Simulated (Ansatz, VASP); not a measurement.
C: VASP beside Ansatz

```xyz
12
Lattice="1.7834 -1.7834 0.0000 1.7834 0.0000 -1.7834 7.4307 6.9850 6.9850" Properties=species:S:1:pos:R:3 pbc="T T T"
C     4.3101    0.7433    0.7433
C     0.7433    0.7433    0.7433
C     4.3101    2.5267    2.5267
C     7.8769    4.3101    4.3101
C     7.8769    2.5267    2.5267
C     7.8769    6.0935    6.0935
C     5.2018    1.6350    1.6350
C     5.2018   -0.1484   -0.1484
C     5.2018    3.4184    3.4184
C     8.7686    5.2018    5.2018
C     5.2018    5.2018    5.2018
C     1.6350   -0.1484   -0.1484
```

Alike in both runs: task single point; functional PBE; k mesh 10 × 10 × 2; occupations gaussian, width 0.05 eV; no spin polarisation.

|  | VASP | Ansatz |
| --- | --- | --- |
| version | VASP 6.6.1 | Ansatz 0.2.0 |
| potentials or method | VASP PAW PBE potentials, release 64 (C), cutoff 520 eV | scalar-relativistic, plane waves, PAW |
| valence electrons in the cell | 48 | 48 |

|  | VASP | Ansatz | Ansatz less VASP |
| --- | --- | --- | --- |
| gap on the k mesh at the Fermi level (eV) | 3.59 | 3.59 | +0.008 |
| least direct gap on the mesh (eV) | 5.12 | 5.12 | +0.004 |
| pressure (GPa) | 2.5 | 1.8 | -0.67 |
| traceless stress, the component that is largest in VASP (GPa) | -14.36 | -14.37 | -0.002 |
| rms of the force components (eV/Å) | 0.622 | 0.624 | +0.0015 |

Atom by atom the forces differ by 0.003 eV/Å (rms over components).
